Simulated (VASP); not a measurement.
# AlP (m.b) (F-43m) in VASP: single point with PBE

Aim: the single point of AlP (m.b) with PBE.

All numbers are computed with VASP 6.6.1; they aren't measurements. Logs are shortened: lines on timing, memory, paths and dates and some standing lists are left out, and cuts for length are marked.

## 1. The cell of the first run

The structure is cubic, space group F-43m (No. 216). The conventional cell has a = 5.507 Å, b = 5.507 Å, c = 5.507 Å, α = 90.00°, β = 90.00°, γ = 90.00°. Within 3.1 Å of Al (site symmetry -43m) lie 4 P at 2.38 Å. P (site symmetry -43m) has 4 Al at 2.38 Å within 3.1 Å.

## 2. Single point, PBE

Input file INCAR:

```
SYSTEM = AlP
PREC = Accurate
ENCUT = 500
EDIFF = 1E-6
ISMEAR = 0
SIGMA = 0.02
LREAL = .False.
LASPH = .True.
NELM = 120
ALGO = Normal
ISIF = 2
LWAVE = .False.
LCHARG = .True.
GGA = PE
LELF = .True.
LVHAR = .True.
NBANDS = 11
GGA_COMPAT = .False.
```

Input file KPOINTS:

```
regular mesh
0
Gamma
  8 8 8
  0 0 0
```

Input file POSCAR:

```
AlP
1.0
    0.0000000000      2.7534771697      2.7534771697
    2.7534771697      0.0000000000      2.7534771697
    2.7534771697      2.7534771697      0.0000000000
Al P
1 1
Direct
    0.0000000000      0.0000000000      0.0000000000
    0.2500000000      0.2500000000      0.2500000000
```

Potentials or basis: VASP PAW PBE potentials, release 64 (Al, P).

Run with:

```sh
cat potpaw_PBE.64/Al/POTCAR potpaw_PBE.64/P/POTCAR > POTCAR
mpirun -np 1 vasp_std > vasp.out
```

OUTCAR:

```text
SYSTEM = AlP
   PREC = Accurate
   ENCUT = 500
   EDIFF = 1E-6
   ISMEAR = 0
   LREAL = .False.
   LASPH = .True.
   NELM = 120
   ISIF = 2
   GGA = PE

 ion  position               nearest neighbor table
   1  0.000  0.000  0.000-   2 2.38   2 2.38   2 2.38   2 2.38
   2  0.250  0.250  0.250-   1 2.38   1 2.38   1 2.38   1 2.38

  LATTYP: Found a face centered cubic cell.
 ALAT       =     5.5069543394

  Lattice vectors:

 A1 = (   0.0000000000,   2.7534771697,   2.7534771697)
 A2 = (   2.7534771697,   0.0000000000,   2.7534771697)
 A3 = (   2.7534771697,   2.7534771697,   0.0000000000)

Analysis of symmetry for initial positions (statically):
=====================================================================
 Subroutine PRICEL returns:
 Original cell was already a primitive cell.

 Routine SETGRP: Setting up the symmetry group for a
 face centered cubic supercell.

 Subroutine GETGRP returns: Found 24 space group operations
 (whereof 24 operations were pure point group operations)
 out of a pool of 48 trial point group operations.

The static configuration has the point symmetry T_d .

Analysis of symmetry for dynamics (positions and initial velocities):
=====================================================================
 Subroutine PRICEL returns:
 Original cell was already a primitive cell.

 Routine SETGRP: Setting up the symmetry group for a
 face centered cubic supercell.

 Subroutine GETGRP returns: Found 24 space group operations
 (whereof 24 operations were pure point group operations)
 out of a pool of 48 trial point group operations.

The dynamic configuration has the point symmetry T_d .

 Subroutine INISYM returns: Found 24 space group operations
 (whereof 24 operations are pure point group operations),
 and found     1 'primitive' translations

----------------------------------------------------------------------------------------

                                     Primitive cell

  volume of cell :      41.7517

  direct lattice vectors                    reciprocal lattice vectors
     0.000000000  2.753477170  2.753477170    -0.181588577  0.181588577  0.181588577
     2.753477170  0.000000000  2.753477170     0.181588577 -0.181588577  0.181588577
     2.753477170  2.753477170  0.000000000     0.181588577  0.181588577 -0.181588577

  length of vectors
     3.894004757  3.894004757  3.894004757     0.314520641  0.314520641  0.314520641

  position of ions in fractional coordinates (direct lattice)
     0.000000000  0.000000000  0.000000000
     0.250000000  0.250000000  0.250000000

  ion indices of the primitive-cell ions
   primitive index   ion index
                 1           1
                 2           2

----------------------------------------------------------------------------------------

 KPOINTS: regular mesh

Automatic generation of k-mesh.
 Grid dimensions read from file:
 generate k-points for:    8    8    8

 Generating k-lattice:

  Cartesian coordinates                     Fractional coordinates (reciprocal lattice)
    -0.022698572  0.022698572  0.022698572     0.125000000  0.000000000  0.000000000
     0.022698572 -0.022698572  0.022698572     0.000000000  0.125000000  0.000000000
     0.022698572  0.022698572 -0.022698572     0.000000000  0.000000000  0.125000000

  Length of vectors
     0.039315080  0.039315080  0.039315080

  Shift w.r.t. Gamma in fractional coordinates (k-lattice)
     0.000000000  0.000000000  0.000000000

 Subroutine IBZKPT returns following result:
 ===========================================

 Found     29 irreducible k-points:

 Following reciprocal coordinates:
            Coordinates               Weight
  0.000000  0.000000  0.000000      1.000000
  0.125000  0.000000  0.000000      8.000000
  0.250000  0.000000  0.000000      8.000000
  0.375000  0.000000  0.000000      8.000000
  0.500000  0.000000  0.000000      4.000000
  0.125000  0.125000  0.000000      6.000000
[... 16 lines left out ...]
  0.500000  0.250000  0.125000     48.000000
 -0.375000  0.250000  0.125000     24.000000
 [... further k-points ...]
   k-points           NKPTS =     29   k-points in BZ     NKDIM =     29   number of bands    NBANDS=     11
   number of dos      NEDOS =    301   number of ions     NIONS =      2
   total plane-waves  NPLWV =  21952
   dimension x,y,z NGX =    28 NGY =   28 NGZ =   28
   dimension x,y,z NGXF=    56 NGYF=   56 NGZF=   56
   ions per type =               1   1
   NGX,Y,Z   is equivalent  to a cutoff of  11.95, 11.95, 11.95 a.u.
   NGXF,Y,Z  is equivalent  to a cutoff of  23.91, 23.91, 23.91 a.u.
 SYSTEM =  AlP
   PREC   = accura    normal or accurate (medium, high low for compatibility)
   ISTART =      0    job   : 0-new  1-cont  2-samecut
   ICHARG =      2    charge: 1-file 2-atom 10-const
   ISPIN  =      1    spin polarized calculation?
   LNONCOLLINEAR =      F non collinear calculations
   LSORBIT =      F    spin-orbit coupling
   LASPH  =      T    aspherical Exc in radial PAW
   ENCUT  =  500.0 eV  36.75 Ry    6.06 a.u.   7.10  7.10  7.10*2*pi/ulx,y,z
   NELM   =    120;   NELMIN=  2; NELMDL= -5     # of ELM steps
   EDIFF  = 0.1E-05   stopping-criterion for ELM
   LREAL  =      F    real-space projection
   EDIFFG = 0.1E-04   stopping-criterion for IOM
   NSW    =      0    number of steps for IOM
   IBRION =     -1    ionic relax: 0-MD 1-quasi-New 2-CG
   NFREE  =      0    steps in history (QN), initial steepest desc. (CG)
   ISIF   =      2    stress and relaxation
   ISYM   =      2    0-nonsym 1-usesym 2-fastsym
   POTIM  = 0.5000    time-step for ionic-motion
   TEBEG  =    0.0;   TEEND  =   0.0 temperature during run
   PSTRESS=    0.0 pullay stress
   NELECT =       8.0000    total number of electrons
   NUPDOWN=      -1.0000    fix difference up-down
   EMIN   =  10.00;   EMAX   =-10.00  energy-range for DOS
   EFERMI =   0.00;   METHOD = LEGACY
   ISMEAR =     0;   SIGMA  =   0.02  broadening in eV -4-tet -1-fermi 0-gaus
   EFERMI_NEDOS =   21; number of points for ismear=-14 and -15
   IALGO  =     38    algorithm
   IMIX   =      4    mixing-type and parameters
     AMIX     =   0.40;   BMIX     =  1.00
     AMIX_MAG =   1.60;   BMIX_MAG =  1.00
  volume/ion in A,a.u.               =      20.88       140.88
  Fermi-wavevector in a.u.,A,eV,Ry     =   0.943800  1.783524 12.119507  0.890759
  Thomas-Fermi vector in A             =   2.071543
   LORBIT       =      0    0 simple, 1 ext, 2 COOP (PROOUT), +10 PAW based schemes
   GGA     = PE    functional components
   LHFCALC =     F    Hartree Fock is set to
   AEXX    =    0.0000 exact exchange contribution
   IVDW    =     0    specifies the selected vdW correction
   LEPSILON=     F    determine dielectric tensor
   LRPA    =     F    only Hartree local field effects (RPA)
 non-spin polarized calculation
 Gauss-broadening in eV      SIGMA  =   0.02
  energy-cutoff  :      500.00
  volume of cell :       41.75
 maximum number of plane-waves:      1068
   NGX = 15   NGY = 15   NGZ = 15

 number of electron       8.0000001 magnetization

 Free energy of the ion-electron system (eV)
  ---------------------------------------------------
  ext. energy  EPLUGINS =         0.00000000
  ---------------------------------------------------
  free energy    TOTEN  =       -10.37677331 eV

  energy without entropy =      -10.37677331  energy(sigma->0) =      -10.37677331

 E-fermi :   4.4642     XC(G=0):  -9.1094

 val. band max:        4.3478847646   @ k =   0.0000   0.0000   0.0000
 cond. band min:       5.9770887144   @ k =   0.5000   0.5000   0.0000
 fundamental gap:      1.6292039497
 Fermi energy:         4.4642091395

 k-point     1 :       0.0000    0.0000    0.0000
  band No.  band energies     occupation
      1      -7.0120      2.00000
      2       4.3479      2.00000
      3       4.3479      2.00000
      4       4.3479      2.00000
      5       7.4348      0.00000
      6       8.8733      0.00000
      7       8.8733      0.00000
      8       8.8733      0.00000
      9      13.1532      0.00000
     10      13.1532      0.00000
     11      14.4610      0.00000

 k-point     2 :       0.1250    0.0000    0.0000
  band No.  band energies     occupation
      1      -6.8447      2.00000
      2       3.1327      2.00000
      3       4.2033      2.00000
      4       4.2033      2.00000
      5       7.9075      0.00000
      6       9.1500      0.00000
      7       9.1500      0.00000
      8       9.3382      0.00000
      9      12.6745      0.00000
     10      12.6745      0.00000
     11      15.1120      0.00000

 k-point     3 :       0.2500    0.0000    0.0000
  band No.  band energies     occupation
      1      -6.3749      2.00000
      2       1.2202      2.00000
      3       3.9150      2.00000
      4       3.9150      2.00000
      5       7.5714      0.00000
      6       9.4601      0.00000
      7       9.4601      0.00000
      8      11.1199      0.00000
      9      12.6447      0.00000
     10      12.6447      0.00000
     11      14.6228      0.00000

 k-point     4 :       0.3750    0.0000    0.0000
  band No.  band energies     occupation
      1      -5.7476      2.00000
      2      -0.3789      2.00000
      3       3.6837      2.00000
      4       3.6837      2.00000
      5       7.2015      0.00000
      6       9.2939      0.00000
      7       9.2939      0.00000
      8      12.4093      0.00000
      9      13.9970      0.00000
     10      13.9970      0.00000
     11      14.8191      0.00000
[... 239 lines left out ...]
 k-point    22 :       0.3750    0.2500    0.1250
  band No.  band energies     occupation
      1      -5.9779      2.00000
      2       0.8875      2.00000
      3       2.5044      2.00000
      4       3.4558      2.00000
      5       8.1788      0.00000
      6       9.0827      0.00000
      7       9.7671      0.00000
      8      11.0753      0.00000
      9      12.6045      0.00000
     10      15.0189      0.00000
     11      17.0801      0.00000

 k-point    23 :       0.5000    0.2500    0.1250
  band No.  band energies     occupation
      1      -5.4049      2.00000
      2      -0.1895      2.00000
      3       1.9479      2.00000
      4       3.0853      2.00000
      5       8.2734      0.00000
      6       9.0964      0.00000
      7      10.3184      0.00000
      8      11.3809      0.00000
      9      13.7161      0.00000
     10      15.5456      0.00000
     11      17.0415      0.00000

 k-point    24 :      -0.3750    0.2500    0.1250
  band No.  band energies     occupation
      1      -5.0943      2.00000
      2      -0.7264      2.00000
      3       1.8126      2.00000
      4       2.9045      2.00000
      5       8.2673      0.00000
      6       8.8449      0.00000
      7      11.1539      0.00000
      8      11.9689      0.00000
      9      13.2326      0.00000
     10      15.7035      0.00000
     11      16.9096      0.00000

 [... further k-points ...]
[... 5 lines left out ...]
  --------------------------------------------------------------------------------------
  -------------------------------------------------------------------------------------
  Total       -0.0143191     -0.0143191     -0.0143191      0.0000000      0.0000000     -0.0000000
  in kB       -0.5494806     -0.5494806     -0.5494806      0.0000000      0.0000000     -0.0000000
  external PRESSURE =      -0.5494806 kB  Pullay stress =       0.0000000 kB

 VOLUME and BASIS-vectors are now :
 -----------------------------------------------------------------------------
  energy-cutoff  :      500.00
  volume of cell :       41.75
      direct lattice vectors                 reciprocal lattice vectors
     0.000000000  2.753477170  2.753477170    -0.181588577  0.181588577  0.181588577
     2.753477170  0.000000000  2.753477170     0.181588577 -0.181588577  0.181588577
     2.753477170  2.753477170  0.000000000     0.181588577  0.181588577 -0.181588577

 POSITION                                       TOTAL-FORCE (eV/Angst)
 -----------------------------------------------------------------------------------
      0.00000      0.00000      0.00000        -0.000000     -0.000000     -0.000000
      1.37674      1.37674      1.37674         0.000000      0.000000      0.000000
 -----------------------------------------------------------------------------------
    total drift:                                0.000000      0.000000      0.000000

  FREE ENERGIE OF THE ION-ELECTRON SYSTEM (eV)
  ---------------------------------------------------
  free  energy   TOTEN  =       -10.3767733063 eV

  energy  without entropy=      -10.3767733063  energy(sigma->0) =      -10.37677331
```

It took 19 s on 1 thread of Intel Xeon 8259CL, shared host; peak memory 0.15 GiB.

What came out:

| Item | Value |
| --- | --- |
| Free energy | -10.3768 eV |
| Pressure | -0.1 GPa |
| Band gap on the k mesh | 1.63 eV, indirect (least direct gap 3.09 eV) |

A k mesh can miss the band edges. A hybrid or GW would open this gap; PBE tends to underestimate it.
